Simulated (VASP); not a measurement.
Set up this calculation in VASP 6.6.1, as the native input.

```
Task                   : single point
Functional             : PBE
Potentials or basis    : VASP PAW PBE potentials, release 64 (C, O)
Cutoff                 : 520 eV
k mesh                 : 6 × 6 × 4
Occupations            : gaussian, width 0.02 eV
Spin                   : no spin polarisation
Dipole correction      : no
Further INCAR settings : ALGO = Normal; EDIFF = 1e-06; NBANDS = 25
```

The structure of CO2 lies in POSCAR:

```
CO2
1.0
    2.6359112300     -2.3873781200      0.0000000000
    2.6359112300      2.3873781200      0.0000000000
    0.0000000000      0.0000000000      6.5871749100
C O
2 4
Direct
    0.0000000000      0.0000000000      0.0000000000
    0.5000000000      0.5000000000      0.5000000000
    0.8065085700      0.1934914300      0.8918433900
    0.1934914300      0.8065085700      0.1081566100
    0.6934914300      0.3065085700      0.3918433900
    0.3873004646      0.7503407411      0.6196425658
```

This cell differs from its parent crystal: one atom moved.

The input as run:

INCAR

```
  PREC = Accurate
  ENCUT = 520
  EDIFF = 1E-6
  ISMEAR = 0
  SIGMA = 0.02
  LREAL = False
  LASPH = True
  NELM = 80
  ALGO = Normal
  ISIF = 2
  LWAVE = False
  LCHARG = False
  GGA = PE
  NBANDS = 25
```

KPOINTS

```
Automatic mesh
0
Gamma
  6 6 4
```

Potentials or basis: VASP PAW PBE potentials, release 64 (C, O).

Run with:

```bash
$ cat potpaw_PBE.64/C/POTCAR potpaw_PBE.64/O/POTCAR > POTCAR
$ mpirun -np 1 vasp_std > vasp.out
```

Results of the run:

```
Pressure               : 0.9 GPa
Largest force          : 5.139 eV/Å
Band gap on the k mesh : 5.31 eV, indirect (least direct gap 5.75 eV)
```

Caveat: the cell differs from its parent crystal (one atom moved); forces of over 1 eV/Å act on the atoms, so gaps and moduli don't describe the material at rest.

Run time: 2 min on 1 thread of Intel(R) Xeon(R) Platinum 8259CL CPU @ 2.50GHz (Skylake/Cascade Lake) (shared host), peak memory 0.26 GiB.
